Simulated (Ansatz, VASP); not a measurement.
**One calculation of FeO, two programs**

Contents of INCAR:

```
SYSTEM = FeO
PREC = Accurate
ENCUT = 520
EDIFF = 1E-7
ISMEAR = -1
SIGMA = 0.05
LREAL = .False.
LASPH = .True.
NELM = 150
ALGO = Normal
ISIF = 2
LWAVE = .False.
LCHARG = .True.
ISPIN = 2
MAGMOM = 6 0
LORBIT = 11
NUPDOWN = 6.0
LMAXMIX = 4
GGA = PS
LELF = .True.
LVHAR = .True.
NBANDS = 18
```

File KPOINTS:

```
regular mesh
0
Gamma
  10 10 10
  0 0 0
```

File POSCAR:

```
FeO
1.0
   -1.6021034130      1.6021034130      2.0833922500
    1.6021034130     -1.6021034130      2.0833922500
    1.6021034130      1.6021034130     -2.0833922500
Fe O
1 1
Direct
    0.0000000000      0.0000000000      0.0000000000
    0.5000000000      0.5000000000      0.0000000000
```

The input input.yaml:

```yaml
crystal:
  lattice:
    - [-1.602103413, 1.602103413, 2.08339225]
    - [1.602103413, -1.602103413, 2.08339225]
    - [1.602103413, 1.602103413, -2.08339225]
  atoms:
    - { symbol: Fe, position: [0.0, 0.0, 0.0], spin: 6.0 }
    - { symbol: O, position: [0.5, 0.5, 0.0] }
hamiltonian:
  xc: pbesol
  pseudopotentials: { kind: paw }
magnetization:
  spin_polarized: true
  initial_magnetization: 6.0
  spin_locking: { lock_magnetization: hard }
kpoints:
  mp_grid: { grid: [10, 10, 10] }
scf:
  occupations: { method: fermi_dirac, width: 0.05 }
  lower_state_search: "off"
output:
  forces: true
  stress: true
  eigenvalues: true
  write_density: true
  write_potential: true
  elf: true
  volumetric_format: npy
```

Alike in both runs: task single point; functional PBEsol; k mesh 10 × 10 × 10; occupations fermi-dirac, width 0.05 eV; collinear spin; fixed moment 6 μB.

```csv
,VASP,Ansatz
version,VASP 6.6.1,Ansatz 0.2.0
potentials or method,"VASP PAW PBE potentials, release 64 (Fe, O)",Ansatz PAW
plane-wave cutoff (eV),520,420
valence electrons in the cell,14,22
```

```tsv
	VASP	Ansatz	Ansatz less VASP
net moment per atom (μB)	3.00	3.00	0.000
size of the moment on the site where the two differ most (μB)	4.59	4.14	-0.450
```

VASP's potentials were made for PBE, not for PBEsol. Site moments also hang on the region over which each program counts them. VASP's potentials hold 14 valence electrons a cell and Ansatz's 22, so a difference there can come from the potentials and not from the codes.
